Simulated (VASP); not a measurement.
## PbSe (Clausthalite): single point with PBE

Crystal: PbSe (Clausthalite).

```xyz
2
Lattice="0.0000 3.0606 3.0606 3.0606 0.0000 3.0606 3.0606 3.0606 0.0000" Properties=species:S:1:pos:R:3 pbc="T T T"
Pb   -0.0115   -0.0087   -0.0166
Se    3.0383    3.0478    3.0701
```

This cell differs from its parent crystal: atoms moved at random.

```
Program             : VASP 6.6.1
Task                : single point
Functional          : PBE
Potentials or basis : VASP PAW PBE potentials, release 64 (Pb_d, Se)
Cutoff              : 520 eV
k mesh              : 8 × 8 × 8
Occupations         : fermi-dirac, width 0.05 eV
Spin                : no spin polarisation
```

```
Pressure               : 2.4 GPa
Largest force          : 0.017 eV/Å
Band gap on the k mesh : 0.29 eV, direct
```

Forces on the atoms (eV/Å):
```
Pb  -0.007 -0.003  0.016
Se   0.007  0.003 -0.016
```

Levels at points of the mesh, in eV from the valence-band top:
| k point | band 6 | band 7 | band 8 | band 9 | band 10 | band 11 | band 12 | band 13 | band 14 | band 15 |
| --- | --- | --- | --- | --- | --- | --- | --- | --- | --- | --- |
| (0.00, 0.00, 0.00) | -13.59 | -6.30 | -1.88 | -1.88 | -1.88 | 4.71 | 4.71 | 4.71 | 6.52 | 6.52 |
| (0.50, 0.00, 0.00) | -12.53 | -8.80 | -1.47 | -1.47 | -0.01 | 0.30 | 1.70 | 1.70 | 8.55 | 10.15 |
| (0.00, 0.50, 0.00) | -12.53 | -8.80 | -1.47 | -1.47 | 0.00 | 0.30 | 1.70 | 1.70 | 8.55 | 10.15 |
| (0.00, 0.00, 0.50) | -12.53 | -8.80 | -1.47 | -1.47 | -0.01 | 0.30 | 1.70 | 1.70 | 8.55 | 10.15 |
| (0.50, 0.50, 0.50) | -12.53 | -8.80 | -1.47 | -1.47 | 0.00 | 0.29 | 1.70 | 1.70 | 8.55 | 10.15 |
| (0.50, 0.50, 0.00) | -12.16 | -7.39 | -4.98 | -3.23 | -3.23 | 3.69 | 5.61 | 5.61 | 6.05 | 11.29 |
| (0.00, 0.50, 0.50) | -12.16 | -7.38 | -4.98 | -3.23 | -3.23 | 3.69 | 5.61 | 5.62 | 6.05 | 11.29 |
| (0.50, 0.00, 0.50) | -12.16 | -7.38 | -4.98 | -3.24 | -3.23 | 3.69 | 5.61 | 5.62 | 6.05 | 11.29 |

It took 3.2 min on 1 thread of Intel Xeon 8259CL, on a shared host, peak memory 0.38 GiB.

Caveat: the cell differs from its parent crystal (atoms moved at random); spin-orbit coupling is left out, which moves the levels of the heavy elements. A k mesh can miss the band edges.
